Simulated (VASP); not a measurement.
Here is a VASP 6.6.1 calculation.

File INCAR:

```
SYSTEM = Pt3Pb
PREC = Accurate
ENCUT = 520
EDIFF = 1E-6
ISMEAR = -1
SIGMA = 0.1
LREAL = .FALSE.
LASPH = .TRUE.
NELM = 100
ALGO = Normal
ISIF = 2
LWAVE = .FALSE.
LCHARG = .FALSE.
NBANDS = 30
```

The input KPOINTS:

```
regular mesh
0
G
  6 6 6
  0 0 0
```

File POSCAR:

```
Pt3Pb
1.0
    4.0402595215      0.0000000000      0.0000000000
    0.0000000000      4.0402595215      0.0000000000
    0.0000000000      0.0000000000      4.0402595215
Pt Pb
3 1
Direct
    0.0000000000      0.5000000000      0.5000000000
    0.5000000000      0.0000000000      0.5000000000
    0.5000000000      0.5000000000      0.0000000000
    0.0000000000      0.0000000000      0.0000000000
```

Potentials or basis: VASP PAW LDA potentials, release 64 (Pt, Pb_d).

Launch:

```sh
$ cat potpaw_LDA.64/Pt/POTCAR potpaw_LDA.64/Pb_d/POTCAR > POTCAR
$ mpirun -np 1 vasp_std > vasp.out
```

Estimate the pressure.

0.7 GPa.

What does it give for the band gap on the k mesh?

Zero (bands 22 and 23 overlap by 0.44 eV).

Caveat: spin-orbit coupling is left out, which moves the levels of the heavy elements.
